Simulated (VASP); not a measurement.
A run of VASP 6.6.1 is set up as follows.

File INCAR:

```
SYSTEM = Zn2SbO3
  PREC = Accurate
  ENCUT = 600
  EDIFF = 1E-6
  ISMEAR = 0
  SIGMA = 0.1
  LREAL = .FALSE.
  LASPH = .TRUE.
  NELM = 120
  ALGO = Normal
  ISIF = 2
  LWAVE = .FALSE.
  LCHARG = .FALSE.
  GGA = PE
  NBANDS = 38
  GGA_COMPAT = .FALSE.
```

File KPOINTS:

```
Automatic mesh
0
G
  6 6 12
  0 0 0
```

POSCAR

```
Zn2SbO3
1.0
    6.2532715814      0.0000000000      0.0000000000
   -3.1266357907      5.4154920462      0.0000000000
    0.0000000000      0.0000000000      3.2307885987
Zn Sb O
2 1 3
Direct
    0.3333333333      0.6666666667      0.0000000000
    0.6666666667      0.3333333333      0.0000000000
    0.0000000000      0.0000000000      0.0000000000
    0.5000000000      0.0000000000      0.0000000000
    0.0000000000      0.5000000000      0.0000000000
    0.5000000000      0.5000000000      0.0000000000
```

Potentials or basis: VASP PAW PBE potentials, release 64 (Zn, Sb_d_GW, O).

Run with:

```bash
$ cat potpaw_PBE.64/Zn/POTCAR potpaw_PBE.64/Sb_d_GW/POTCAR potpaw_PBE.64/O/POTCAR > POTCAR
$ mpirun -np 1 vasp_std > vasp.out
```

Task: What does it give for the pressure?

Result: 0.5 GPa.

Task: What does it give for the band gap on the k mesh?

Result: Zero (an odd number of electrons rules out a gap without spin polarisation).

Stress tensor (GPa, compression positive):
```
 0.82  0.00  0.00
 0.00  0.82  0.00
 0.00  0.00 -0.27
```

Caveat: spin-orbit coupling is left out, which moves the levels of the heavy elements; an odd number of electrons without spin polarisation forces a metal; a magnetic or distorted state may lie lower.
